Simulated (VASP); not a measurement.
# ZrGe4Mo: single point with PBE

The system is ZrGe4Mo.

```
Zr Ge Mo
1.0
     3.11998    0.00000    0.00000
    -1.55999    2.70198    0.00000
     0.00000    0.00000   12.91796
Zr Ge Mo
1 4 1
Direct
  0.00000 0.00000 0.00000
  0.66667 0.33333 0.82170
  0.66667 0.33333 0.35192
  0.33333 0.66667 0.64808
  0.33333 0.66667 0.17830
  0.00000 0.00000 0.50000
```

The cell was built from a structure type or drawn by symmetry, and may not be a known phase.

```yaml
Program: VASP 6.6.1
Task: single point
Functional: PBE
Potentials_or_basis: VASP PAW PBE potentials, release 64 (Zr_sv, Ge_d, Mo_sv)
Cutoff: 520 eV
k_mesh: 6 × 6 × 2
Occupations: gaussian, width 0.1 eV
Spin: no spin polarisation
Dipole_correction: no
Further_INCAR_settings: ALGO = Normal; EDIFF = 1e-06; NBANDS = 50
```

| Item | Value |
| --- | --- |
| Pressure | 0.2 GPa |
| Largest force | 0.043 eV/Å |
| Band gap on the k mesh | zero (bands 41 and 42 overlap by 2.17 eV) |

Forces on the atoms (eV/Å):
```
Zr   0.000  0.000  0.000
Ge   0.000  0.000 -0.032
Ge   0.000  0.000 -0.043
Ge   0.000  0.000  0.043
Ge   0.000  0.000  0.032
Mo   0.000  0.000  0.000
```

Stress tensor (GPa, compression positive):
```
 0.38  0.00  0.00
 0.00  0.38  0.00
 0.00  0.00 -0.09
```

Levels at points of the mesh, in eV from the Fermi level:
```csv
k point,band 38,band 39,band 40,band 41,band 42,band 43,band 44,band 45
"(0.00, 0.00, 0.00)",-0.78,0.78,0.78,1.12,1.12,2.54,3.33,3.33
"(0.50, 0.00, 0.00)",-2.30,-1.61,-0.70,-0.40,0.64,1.35,2.29,2.42
"(0.00, 0.00, 0.50)",-0.78,0.78,0.78,1.12,1.12,2.93,3.16,3.33
"(0.50, 0.00, 0.50)",-1.69,-1.38,-1.24,-0.69,1.25,1.26,1.61,2.65
```

Wall time 78 s on 1 thread of Intel(R) Xeon(R) Platinum 8488C (Sapphire Rapids) (shared host), peak memory 0.26 GiB.

Caveat: the k points lie up to 0.39 Å⁻¹ apart, too coarse for converged energies and pressures of a metal.
